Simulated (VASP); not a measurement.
Input of a VASP 6.6.1 run:

INCAR

```
PREC     = Accurate       # precision mode
ENCUT    = 520            # plane-wave cutoff, eV
EDIFF    = 1E-6           # SCF threshold, eV
ISMEAR   = 0              # smearing method
SIGMA    = 0.1            # smearing width, eV
LREAL    = False          # projectors in reciprocal space
LASPH    = True           # aspherical terms in the spheres
NELM     = 80             # most SCF steps
ALGO     = Normal         # electronic algorithm
ISIF     = 2              # what is computed and relaxed
LWAVE    = False          # write WAVECAR
LCHARG   = False          # write CHGCAR
GGA      = PE             # functional
NBANDS   = 8              # bands
```

KPOINTS

```
regular mesh
0
Gamma
  6 6 8
```

File POSCAR:

```
P
1.0
    3.0368031200      0.0000000000      0.0000000000
    0.0000000000      3.0368031200      0.0000000000
    0.0000000000      0.0000000000      2.0253223500
P
1
Direct
    0.0000000000      0.0000000000      0.0000000000
```

Potentials or basis: VASP PAW PBE potentials, release 64 (P).

The run is started by

```console
$ cat potpaw_PBE.64/P/POTCAR > POTCAR
$ mpirun -np 1 vasp_std > vasp.out
```

(1) Predict the band gap on the k mesh.

(2) What does it give for the pressure?

Answers

(1) zero (an odd number of electrons rules out a gap without spin polarisation).

(2) 11.3 GPa.

Caveat: the k points lie up to 0.39 Å⁻¹ apart, too coarse for converged energies and pressures of a metal.
